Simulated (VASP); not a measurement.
AgI:

```
Ag I
1.0
     4.65087    0.00000    0.00000
    -2.32544    4.02777    0.00000
     0.00000    0.00000    7.59930
Ag I
2 2
Direct
  0.33333 0.66667 0.00000
  0.66667 0.33333 0.50000
  0.33333 0.66667 0.37500
  0.66667 0.33333 0.87500
```

Base run:

```yaml
Program: VASP 6.6.1
Functional: PBEsol
Potentials_or_basis: VASP PAW PBE potentials, release 64 (Ag, I)
Cutoff: 500 eV
k_mesh: 4 × 4 × 4
Occupations: gaussian, width 0.01 eV
Spin: no spin polarisation
```

Its results: band gap on the k mesh 1.23 eV; pressure -1.7 GPa.

Task: The run is repeated on the same cell with these changes: k mesh from 4 × 4 × 4, through Γ to 6 × 6 × 2, shifted. What comes out?

Result: Band gap on the k mesh 2.00 eV; pressure -1.7 GPa.

Caveats: the PAW data sets were made with another functional, which shifts forces and pressure a little; spin-orbit coupling is left out, which moves the levels of the heavy elements; a shifted mesh leaves out Γ, where band edges can lie (at least some runs).

A k mesh can miss the band edges.
